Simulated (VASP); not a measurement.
BAs:

```
CELL_PARAMETERS angstrom
0.00000 2.38850 2.38850
2.38850 0.00000 2.38850
2.38850 2.38850 0.00000
ATOMIC_POSITIONS crystal
B 0.00000 0.00000 0.00000
As 0.25000 0.25000 0.25000
```

```yaml
Program: VASP 6.6.1
Task: relaxation of cell and atoms
Functional: LDA
Potentials_or_basis: VASP PAW LDA potentials, release 64 (B, As)
Cutoff: 600 eV
k_mesh: 8 × 8 × 8
Occupations: gaussian, width 0.01 eV
Spin: no spin polarisation
```

At the start: pressure -3.1 GPa; volume 13.63 Å³/atom.

**Question.** Where does the relaxation end?

**Answer.** Over 3 steps the energy falls by 2.9 meV/atom and the volume is 13.33 Å³/atom (-2.2 %); space group F-43m (No. 216, to 0.05 Å).

The path:
| step | energy change (eV) | largest force (eV/Å) | pressure (GPa) | volume (Å³) |
| --- | --- | --- | --- | --- |
| 1 | 0.0000 | 0.0000 | -3.09 | 27.25 |
| 2 | -0.0025 | 0.0000 | 2.51 | 26.23 |
| 3 | -0.0058 | 0.0000 | -0.01 | 26.66 |

Final structure:
```xyz
2
Lattice="0.0000 2.3711 2.3711 2.3711 0.0000 2.3711 2.3711 2.3711 0.0000" Properties=species:S:1:pos:R:3 pbc="T T T"
B     0.0000    0.0000    0.0000
As    1.1856    1.1856    1.1856
```
